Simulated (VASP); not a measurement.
# Cr (Fd-3m) in VASP: a series of runs, part 2 of 2

VASP 6.6.1.

## (3) Single point, r2SCAN

This run uses another cell than the first one, of 16.00 Å³/atom.

Contents of POSCAR:

```
Cr
1.0
    0.0000000000      2.5198107137      2.5198107137
    2.5198107137      0.0000000000      2.5198107137
    2.5198107137      2.5198107137      0.0000000000
Cr
2
Direct
    0.0000000000      0.0000000000      0.0000000000
    0.2500000000      0.2500000000      0.2500000000
```

Contents of INCAR.step1:

```
SYSTEM = Cr
PREC = Accurate
ENCUT = 770
ISMEAR = 0
SIGMA = 0.1
LREAL = .False.
LASPH = .True.
NELM = 120
NBANDS = 21
GGA = PE
ALGO = Normal
EDIFF = 1E-5
LWAVE = .True.
LCHARG = .False.
GGA_COMPAT = .False.
```

Contents of INCAR.step2:

```
SYSTEM = Cr
PREC = Accurate
ENCUT = 770
EDIFF = 1E-6
ISMEAR = 0
SIGMA = 0.1
LREAL = .False.
LASPH = .True.
NELM = 120
ALGO = Normal
ISIF = 2
LWAVE = .False.
LCHARG = .False.
METAGGA = R2SCAN
LMIXTAU = .True.
NBANDS = 21
ISTART = 1
GGA_COMPAT = .False.
```

Contents of KPOINTS:

```
Automatic mesh
0
Gamma
  18 18 18
  0 0 0
```

Potentials or basis: VASP PAW PBE potentials, release 64 (Cr_sv).

Command:

```sh
$ cat potpaw_PBE.64/Cr_sv/POTCAR > POTCAR
$ cp INCAR.step1 INCAR
$ mpirun -np 1 vasp_std > vasp.out
$ cp INCAR.step2 INCAR
$ mpirun -np 1 vasp_std > vasp.out
```

OUTCAR:

```text
SYSTEM = Cr
   PREC = Accurate
   ENCUT = 770
   EDIFF = 1E-6
   ISMEAR = 0
   LREAL = .False.
   LASPH = .True.
   NELM = 120
   ISIF = 2
   METAGGA = R2SCAN
   ISTART = 1

 ion  position               nearest neighbor table
   1  0.000  0.000  0.000-   2 2.18   2 2.18   2 2.18   2 2.18
   2  0.250  0.250  0.250-   1 2.18   1 2.18   1 2.18   1 2.18

  LATTYP: Found a face centered cubic cell.
 ALAT       =     5.0396214274

  Lattice vectors:

 A1 = (   0.0000000000,   2.5198107137,   2.5198107137)
 A2 = (   2.5198107137,   0.0000000000,   2.5198107137)
 A3 = (   2.5198107137,   2.5198107137,   0.0000000000)

Analysis of symmetry for initial positions (statically):
=====================================================================
 Subroutine PRICEL returns:
 Original cell was already a primitive cell.

 Routine SETGRP: Setting up the symmetry group for a
 face centered cubic supercell.

 Subroutine GETGRP returns: Found 48 space group operations
 (whereof 24 operations were pure point group operations)
 out of a pool of 48 trial point group operations.

The static configuration has the point symmetry T_d .
 The point group associated with its full space group is O_h .

Analysis of symmetry for dynamics (positions and initial velocities):
=====================================================================
 Subroutine PRICEL returns:
 Original cell was already a primitive cell.

 Routine SETGRP: Setting up the symmetry group for a
 face centered cubic supercell.

 Subroutine GETGRP returns: Found 48 space group operations
 (whereof 24 operations were pure point group operations)
 out of a pool of 48 trial point group operations.

The dynamic configuration has the point symmetry T_d .
 The point group associated with its full space group is O_h .

 Subroutine INISYM returns: Found 48 space group operations
 (whereof 24 operations are pure point group operations),
 and found     1 'primitive' translations

----------------------------------------------------------------------------------------

                                     Primitive cell

  volume of cell :      31.9988

  direct lattice vectors                    reciprocal lattice vectors
     0.000000000  2.519810714  2.519810714    -0.198427603  0.198427603  0.198427603
     2.519810714  0.000000000  2.519810714     0.198427603 -0.198427603  0.198427603
     2.519810714  2.519810714  0.000000000     0.198427603  0.198427603 -0.198427603

  length of vectors
     3.563550486  3.563550486  3.563550486     0.343686690  0.343686690  0.343686690

  position of ions in fractional coordinates (direct lattice)
     0.000000000  0.000000000  0.000000000
     0.250000000  0.250000000  0.250000000

  ion indices of the primitive-cell ions
   primitive index   ion index
                 1           1
                 2           2

----------------------------------------------------------------------------------------

 KPOINTS: Automatic mesh

Automatic generation of k-mesh.
 Grid dimensions read from file:
 generate k-points for:   18   18   18

 Generating k-lattice:

  Cartesian coordinates                     Fractional coordinates (reciprocal lattice)
    -0.011023756  0.011023756  0.011023756     0.055555556  0.000000000  0.000000000
     0.011023756 -0.011023756  0.011023756     0.000000000  0.055555556  0.000000000
     0.011023756  0.011023756 -0.011023756     0.000000000  0.000000000  0.055555556

  Length of vectors
     0.019093705  0.019093705  0.019093705

  Shift w.r.t. Gamma in fractional coordinates (k-lattice)
     0.000000000  0.000000000  0.000000000

 Subroutine IBZKPT returns following result:
 ===========================================

 Found    195 irreducible k-points:

 Following reciprocal coordinates:
            Coordinates               Weight
  0.000000  0.000000  0.000000      1.000000
  0.055556  0.000000  0.000000      8.000000
  0.111111  0.000000  0.000000      8.000000
  0.166667  0.000000  0.000000      8.000000
  0.222222  0.000000  0.000000      8.000000
  0.277778  0.000000  0.000000      8.000000
[... 16 lines left out ...]
 -0.277778  0.055556  0.000000     24.000000
 -0.222222  0.055556  0.000000     24.000000
 [... further k-points ...]
   k-points           NKPTS =    195   k-points in BZ     NKDIM =    195   number of bands    NBANDS=     21
   number of dos      NEDOS =    301   number of ions     NIONS =      2
   total plane-waves  NPLWV =  32768
   dimension x,y,z NGX =    32 NGY =   32 NGZ =   32
   dimension x,y,z NGXF=    64 NGYF=   64 NGZF=   64
   ions per type =               2
   NGX,Y,Z   is equivalent  to a cutoff of  14.93, 14.93, 14.93 a.u.
   NGXF,Y,Z  is equivalent  to a cutoff of  29.86, 29.86, 29.86 a.u.
 SYSTEM =  Cr
   PREC   = accura    normal or accurate (medium, high low for compatibility)
   ISTART =      1    job   : 0-new  1-cont  2-samecut
   ICHARG =      0    charge: 1-file 2-atom 10-const
   ISPIN  =      1    spin polarized calculation?
   LNONCOLLINEAR =      F non collinear calculations
   LSORBIT =      F    spin-orbit coupling
   LASPH  =      T    aspherical Exc in radial PAW
   ENCUT  =  770.0 eV  56.59 Ry    7.52 a.u.   8.06  8.06  8.06*2*pi/ulx,y,z
   NELM   =    120;   NELMIN=  2; NELMDL=  0     # of ELM steps
   EDIFF  = 0.1E-05   stopping-criterion for ELM
   LREAL  =      F    real-space projection
[... 7 lines left out ...]
   TEBEG  =    0.0;   TEEND  =   0.0 temperature during run
   PSTRESS=    0.0 pullay stress
   NELECT =      28.0000    total number of electrons
   NUPDOWN=      -1.0000    fix difference up-down
   EMIN   =  10.00;   EMAX   =-10.00  energy-range for DOS
   EFERMI =   0.00;   METHOD = LEGACY
   ISMEAR =     0;   SIGMA  =   0.10  broadening in eV -4-tet -1-fermi 0-gaus
   EFERMI_NEDOS =   21; number of points for ismear=-14 and -15
   IALGO  =     38    algorithm
   IMIX   =      4    mixing-type and parameters
     AMIX     =   0.40;   BMIX     =  1.00
     AMIX_MAG =   1.60;   BMIX_MAG =  1.00
  volume/ion in A,a.u.               =      16.00       107.97
  Fermi-wavevector in a.u.,A,eV,Ry     =   1.565848  2.959024 33.359850  2.451880
  Thomas-Fermi vector in A             =   2.668263
   LORBIT       =      0    0 simple, 1 ext, 2 COOP (PROOUT), +10 PAW based schemes
   METAGGA = R2SCAN    functional components
   LHFCALC =     F    Hartree Fock is set to
   AEXX    =    0.0000 exact exchange contribution
   IVDW    =     0    specifies the selected vdW correction
   LEPSILON=     F    determine dielectric tensor
   LRPA    =     F    only Hartree local field effects (RPA)
 non-spin polarized calculation
 Gauss-broadening in eV      SIGMA  =   0.10
  energy-cutoff  :      770.00
  volume of cell :       32.00
 maximum number of plane-waves:      1588
   NGX = 17   NGY = 17   NGZ = 17

 number of electron      28.0000011 magnetization

 Free energy of the ion-electron system (eV)
  ---------------------------------------------------
  ext. energy  EPLUGINS =         0.00000000
  ---------------------------------------------------
  free energy    TOTEN  =       -25.00767998 eV

  energy without entropy =      -24.98830422  energy(sigma->0) =      -24.99799210

 E-fermi :   8.7000     XC(G=0): -12.3569

 val. band max:        8.6991883880   @ k =  -0.3889   0.4444   0.0556
 cond. band min:       8.7050860622   @ k =  -0.3889   0.2778   0.0000
 fundamental gap:      0.0058976742
 Fermi energy:         8.7000008290

 k-point     1 :       0.0000    0.0000    0.0000
  band No.  band energies     occupation
      1     -65.2211      2.00000
      2     -64.5447      2.00000
      3     -35.5737      2.00000
      4     -35.5737      2.00000
      5     -35.5737      2.00000
      6     -34.6504      2.00000
[... 13 lines left out ...]
     20      23.5616      0.00000
     21      23.5616      0.00000

 k-point     2 :       0.0556    0.0000    0.0000
  band No.  band energies     occupation
      1     -65.2173      2.00000
      2     -64.5486      2.00000
      3     -35.5775      2.00000
      4     -35.5775      2.00000
      5     -35.5737      2.00000
      6     -34.6510      2.00000
[... 520 lines left out ...]
 k-point    24 :      -0.2222    0.0556    0.0000
  band No.  band energies     occupation
      1     -65.1529      2.00000
      2     -64.6156      2.00000
      3     -35.6507      2.00000
      4     -35.6238      2.00000
      5     -35.5594      2.00000
      6     -34.6717      2.00000
[... 13 lines left out ...]
     20      17.3044      0.00000
     21      20.4817      0.00000

 [... further k-points ...]

------------------------ aborting loop because EDIFF is reached ----------------------------------------

  FORCE on cell =-STRESS in cart. coord.  units (eV):
  Direction    XX          YY          ZZ          XY          YZ          ZX
  --------------------------------------------------------------------------------------
  -------------------------------------------------------------------------------------
  Total       -0.0054560     -0.0054560     -0.0054560      0.0000000     -0.0000000      0.0000000
  in kB       -0.2731832     -0.2731832     -0.2731832      0.0000000     -0.0000000      0.0000000
  external PRESSURE =      -0.2731832 kB  Pullay stress =       0.0000000 kB

 VOLUME and BASIS-vectors are now :
 -----------------------------------------------------------------------------
  energy-cutoff  :      770.00
  volume of cell :       32.00
      direct lattice vectors                 reciprocal lattice vectors
     0.000000000  2.519810714  2.519810714    -0.198427603  0.198427603  0.198427603
     2.519810714  0.000000000  2.519810714     0.198427603 -0.198427603  0.198427603
     2.519810714  2.519810714  0.000000000     0.198427603  0.198427603 -0.198427603

 POSITION                                       TOTAL-FORCE (eV/Angst)
 -----------------------------------------------------------------------------------
      0.00000      0.00000      0.00000         0.000000     -0.000000     -0.000000
      1.25991      1.25991      1.25991        -0.000000      0.000000      0.000000
 -----------------------------------------------------------------------------------
    total drift:                               -0.000000      0.000000      0.000000

  FREE ENERGIE OF THE ION-ELECTRON SYSTEM (eV)
  ---------------------------------------------------
  free  energy   TOTEN  =       -25.0076799814 eV

  energy  without entropy=      -24.9883042191  energy(sigma->0) =      -24.99799210
```

Run time: 8 min. Hardware: 1 thread of Intel Xeon Platinum 8488C (Sapphire Rapids), shared host; peak memory 0.32 GiB.

Results:

| Item | Value |
| --- | --- |
| Free energy | -25.0077 eV |
| Pressure | 0.0 GPa |
| Band gap on the k mesh | zero (bands 14 and 15 overlap by 0.72 eV) |

Caveat: the PAW data sets were made with another functional, which shifts forces and pressure a little; the run has no spin polarisation, though such a crystal can be magnetic.

The gap in the log of VASP goes by the Fermi energy; the results here count the filled bands.